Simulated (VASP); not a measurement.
# AlRu (CsCl type) (Pm-3m) in VASP: further runs, part 2 of 2

VASP 6.6.1. Earlier steps stand in the parts before.

## (3) Density of states, PBE

Contents of POSCAR:

```
AlRu
1.0
    3.0044951660      0.0000000000      0.0000000000
    0.0000000000      3.0044951660      0.0000000000
    0.0000000000      0.0000000000      3.0044951660
Ru Al
1 1
Direct
    0.0000000000      0.0000000000      0.0000000000
    0.5000000000      0.5000000000      0.5000000000
```

Contents of INCAR.step1:

```
  PREC = Accurate
  ENCUT = 520
  EDIFF = 1E-6
  ISMEAR = -1
  SIGMA = 0.1
  LREAL = F
  LASPH = T
  NELM = 100
  ALGO = Normal
  ISIF = 2
  LWAVE = F
  LCHARG = T
  LMAXMIX = 4
  GGA = PE
  NBANDS = 16
```

Contents of KPOINTS.step1:

```
Automatic mesh
0
Gamma
  13 13 13
```

Contents of INCAR.step2:

```
  PREC = Accurate
  ENCUT = 520
  EDIFF = 1E-6
  ISMEAR = -5
  SIGMA = 0.1
  LREAL = F
  LASPH = T
  NELM = 100
  ALGO = Normal
  ISIF = 2
  LWAVE = F
  LCHARG = F
  LMAXMIX = 4
  GGA = PE
  LORBIT = 11
  NEDOS = 2001
  ICHARG = 11
```

Contents of KPOINTS.step2:

```
Automatic mesh
0
Gamma
  20 20 20
```

Potentials or basis: VASP PAW PBE potentials, release 64 (Ru_pv, Al).

Command:

```sh
$ cat potpaw_PBE.64/Ru_pv/POTCAR potpaw_PBE.64/Al/POTCAR > POTCAR
$ cp INCAR.step1 INCAR
$ cp KPOINTS.step1 KPOINTS
$ mpirun -np 1 vasp_std > vasp.out
$ cp INCAR.step2 INCAR
$ cp KPOINTS.step2 KPOINTS
$ mpirun -np 1 vasp_std > vasp.out
```

OUTCAR:

```text
PREC = Accurate
   ENCUT = 520
   EDIFF = 1E-6
   ISMEAR = -5
   LREAL = F
   LASPH = T
   NELM = 100
   ISIF = 2
   GGA = PE
   LORBIT = 11
   ICHARG = 11

 ion  position               nearest neighbor table
   1  0.000  0.000  0.000-   2 2.60   2 2.60   2 2.60   2 2.60   2 2.60   2 2.60   2 2.60   2 2.60

   2  0.500  0.500  0.500-   1 2.60   1 2.60   1 2.60   1 2.60   1 2.60   1 2.60   1 2.60   1 2.60

  LATTYP: Found a simple cubic cell.
 ALAT       =     3.0044951660

  Lattice vectors:

 A1 = (   3.0044951660,   0.0000000000,   0.0000000000)
 A2 = (   0.0000000000,   3.0044951660,   0.0000000000)
 A3 = (   0.0000000000,   0.0000000000,   3.0044951660)

Analysis of symmetry for initial positions (statically):
=====================================================================
 Subroutine PRICEL returns:
 Original cell was already a primitive cell.

 Routine SETGRP: Setting up the symmetry group for a
 simple cubic supercell.

 Subroutine GETGRP returns: Found 48 space group operations
 (whereof 48 operations were pure point group operations)
 out of a pool of 48 trial point group operations.

The static configuration has the point symmetry O_h .

Analysis of symmetry for dynamics (positions and initial velocities):
=====================================================================
 Subroutine PRICEL returns:
 Original cell was already a primitive cell.

 Routine SETGRP: Setting up the symmetry group for a
 simple cubic supercell.

 Subroutine GETGRP returns: Found 48 space group operations
 (whereof 48 operations were pure point group operations)
 out of a pool of 48 trial point group operations.

The dynamic configuration has the point symmetry O_h .

 Subroutine INISYM returns: Found 48 space group operations
 (whereof 48 operations are pure point group operations),
 and found     1 'primitive' translations

----------------------------------------------------------------------------------------

                                     Primitive cell

  volume of cell :      27.1216

  direct lattice vectors                    reciprocal lattice vectors
     3.004495166  0.000000000  0.000000000     0.332834618  0.000000000  0.000000000
     0.000000000  3.004495166  0.000000000     0.000000000  0.332834618  0.000000000
     0.000000000  0.000000000  3.004495166     0.000000000  0.000000000  0.332834618

  length of vectors
     3.004495166  3.004495166  3.004495166     0.332834618  0.332834618  0.332834618

  position of ions in fractional coordinates (direct lattice)
     0.000000000  0.000000000  0.000000000
     0.500000000  0.500000000  0.500000000

  ion indices of the primitive-cell ions
   primitive index   ion index
                 1           1
                 2           2

----------------------------------------------------------------------------------------

 KPOINTS: Automatic mesh

Automatic generation of k-mesh.
 Grid dimensions read from file:
 generate k-points for:   20   20   20

 Generating k-lattice:
[... 43 lines left out ...]
  0.150000  0.100000  0.000000     24.000000
  0.200000  0.100000  0.000000     24.000000
 [... further k-points ...]
   k-points           NKPTS =    286   k-points in BZ     NKDIM =    286   number of bands    NBANDS=     12
   number of dos      NEDOS =   2001   number of ions     NIONS =      2
   total plane-waves  NPLWV =  13824
   dimension x,y,z NGX =    24 NGY =   24 NGZ =   24
   dimension x,y,z NGXF=    48 NGYF=   48 NGZF=   48
   ions per type =               1   1
   NGX,Y,Z   is equivalent  to a cutoff of  13.28, 13.28, 13.28 a.u.
   NGXF,Y,Z  is equivalent  to a cutoff of  26.56, 26.56, 26.56 a.u.
 SYSTEM =  unknown system
   PREC   = accura    normal or accurate (medium, high low for compatibility)
   ISTART =      0    job   : 0-new  1-cont  2-samecut
   ICHARG =     11    charge: 1-file 2-atom 10-const
   ISPIN  =      1    spin polarized calculation?
   LNONCOLLINEAR =      F non collinear calculations
   LSORBIT =      F    spin-orbit coupling
   LASPH  =      T    aspherical Exc in radial PAW
   ENCUT  =  520.0 eV  38.22 Ry    6.18 a.u.   5.59  5.59  5.59*2*pi/ulx,y,z
   NELM   =    100;   NELMIN=  2; NELMDL=  0     # of ELM steps
   EDIFF  = 0.1E-05   stopping-criterion for ELM
   LREAL  =      F    real-space projection
   EDIFFG = 0.1E-04   stopping-criterion for IOM
   NSW    =      0    number of steps for IOM
   IBRION =     -1    ionic relax: 0-MD 1-quasi-New 2-CG
   NFREE  =      0    steps in history (QN), initial steepest desc. (CG)
   ISIF   =      2    stress and relaxation
   ISYM   =      2    0-nonsym 1-usesym 2-fastsym
   POTIM  = 0.5000    time-step for ionic-motion
   TEBEG  =    0.0;   TEEND  =   0.0 temperature during run
   PSTRESS=    0.0 pullay stress
   NELECT =      17.0000    total number of electrons
   NUPDOWN=      -1.0000    fix difference up-down
   EMIN   =  10.00;   EMAX   =-10.00  energy-range for DOS
   EFERMI =   0.00;   METHOD = LEGACY
   ISMEAR =    -5;   SIGMA  =   0.10  broadening in eV -4-tet -1-fermi 0-gaus
   EFERMI_NEDOS =   21; number of points for ismear=-14 and -15
   IALGO  =     38    algorithm
   IMIX   =      4    mixing-type and parameters
     AMIX     =   0.40;   BMIX     =  1.00
     AMIX_MAG =   1.60;   BMIX_MAG =  1.00
  volume/ion in A,a.u.               =      13.56        91.51
  Fermi-wavevector in a.u.,A,eV,Ry     =   1.401048  2.647596 26.707352  1.962935
  Thomas-Fermi vector in A             =   2.523948
   LORBIT       =     11    0 simple, 1 ext, 2 COOP (PROOUT), +10 PAW based schemes
   GGA     = PE    functional components
   LHFCALC =     F    Hartree Fock is set to
   AEXX    =    0.0000 exact exchange contribution
   IVDW    =     0    specifies the selected vdW correction
   LEPSILON=     F    determine dielectric tensor
   LRPA    =     F    only Hartree local field effects (RPA)
 non-spin polarized calculation
 Fermi weights with tetrahedron method with Bloechl corrections
  energy-cutoff  :      520.00
  volume of cell :       27.12
 maximum number of plane-waves:       743
 NGX is ok and might be reduce to    24

 number of electron      16.9999996 magnetization

 Free energy of the ion-electron system (eV)
  ---------------------------------------------------
  ext. energy  EPLUGINS =         0.00000000
  ---------------------------------------------------
  free energy    TOTEN  =       -14.25844863 eV

  energy without entropy =      -14.25844863  energy(sigma->0) =      -14.25844863

 E-fermi :  10.5262     XC(G=0): -12.4997

 val. band max:       10.6056381666   @ k =   0.4000   0.4000   0.2000
 cond. band min:      10.5264151832   @ k =   0.4000   0.3500   0.3500
 fundamental gap:     -0.0792229834
 Fermi energy:        10.5261878345

 k-point     1 :       0.0000    0.0000    0.0000
  band No.  band energies     occupation
      1     -31.2228      2.00000
      2     -31.2228      2.00000
      3     -31.2228      2.00000
      4       0.9366      2.00000
      5       7.0411      2.00000
      6       7.0411      2.00000
      7      10.7137      0.00000
      8      10.7137      0.00000
      9      10.7137      0.00000
     10      16.5523      0.00000
     11      16.5523      0.00000
     12      16.5523      0.00000
[... 331 lines left out ...]
 k-point    24 :       0.2000    0.1000    0.0000
  band No.  band energies     occupation
      1     -31.2903      2.00000
      2     -31.2359      2.00000
      3     -31.2153      2.00000
      4       1.8554      2.00000
      5       7.2462      2.00000
      6       7.3575      2.00000
      7       9.7144      2.00000
      8       9.9965      2.00000
      9      10.5990      0.28088
     10      14.4699      0.00000
     11      16.8812      0.00000
     12      18.2238      0.00000

 [... further k-points ...]
[... 5 lines left out ...]
  --------------------------------------------------------------------------------------
  -------------------------------------------------------------------------------------
  Total       -0.1372503     -0.1372503     -0.1372503     -0.0000000      0.0000000     -0.0000000
  in kB       -8.1079182     -8.1079182     -8.1079182     -0.0000000      0.0000000     -0.0000000
  external PRESSURE =      -8.1079182 kB  Pullay stress =       0.0000000 kB

 VOLUME and BASIS-vectors are now :
 -----------------------------------------------------------------------------
  energy-cutoff  :      520.00
  volume of cell :       27.12
      direct lattice vectors                 reciprocal lattice vectors
     3.004495166  0.000000000  0.000000000     0.332834618  0.000000000  0.000000000
     0.000000000  3.004495166  0.000000000     0.000000000  0.332834618  0.000000000
     0.000000000  0.000000000  3.004495166     0.000000000  0.000000000  0.332834618

 POSITION                                       TOTAL-FORCE (eV/Angst)
 -----------------------------------------------------------------------------------
      0.00000      0.00000      0.00000         0.000000      0.000000      0.000000
      1.50225      1.50225      1.50225         0.000000      0.000000      0.000000
 -----------------------------------------------------------------------------------
    total drift:                                0.000000      0.000000      0.000000

  FREE ENERGIE OF THE ION-ELECTRON SYSTEM (eV)
  ---------------------------------------------------
  free  energy   TOTEN  =       -14.2584486266 eV

  energy  without entropy=      -14.2584486266  energy(sigma->0) =      -14.25844863

 total charge

# of ion       s       p       d       tot
------------------------------------------
    1        0.332   6.237   6.192  12.762
    2        0.389   0.413   0.000   0.802
--------------------------------------------------
tot          0.722   6.650   6.192  13.564
```

Wall time 55 s (1 thread of AMD EPYC 7R13 (Zen 3), shared host); peak memory 0.19 GiB.

Results:

```yaml
Valence_electrons_inside_the_program's_atomic_spheres: Ru 12.76; Al 0.80
```

Caveat: tetrahedron occupations give inexact forces and stress in metals.
